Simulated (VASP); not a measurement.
The system is W.

```
W
1.0
     3.16000    0.00000    0.00000
     0.00000    3.16000    0.00000
     0.00000    0.00000    3.16000
W
2
Direct
  0.00000 0.00000 0.00000
  0.50000 0.50000 0.50000
```

```yaml
Program: VASP 6.6.1
Task: relaxation of cell and atoms
Functional: PBE
Potentials_or_basis: VASP PAW PBE potentials, release 64 (W_sv)
Cutoff: 600 eV
k_mesh: 13 × 13 × 13
Occupations: fermi-dirac, width 0.1 eV
Spin: no spin polarisation
```

At the start: pressure 7.7 GPa; volume 15.78 Å³/atom.

Where does the relaxation end?

Over 4 steps the energy falls by 9.0 meV/atom and the volume is 16.16 Å³/atom (+2.4 %); space group Im-3m (No. 229, to 0.1 Å) before and after.

Step by step:
```csv
step,energy change (eV),largest force (eV/Å),pressure (GPa),volume (Å³)
1,0.0000,0.0000,7.71,31.55
2,0.1855,0.0000,-21.38,35.15
3,-0.0179,0.0000,-0.27,32.35
4,-0.0180,0.0000,-0.01,32.32
```

Final structure:
```
W
1.0
     3.18537    0.00000    0.00000
     0.00000    3.18537    0.00000
     0.00000    0.00000    3.18537
W
2
Direct
  0.00000 0.00000 0.00000
  0.50000 0.50000 0.50000
```
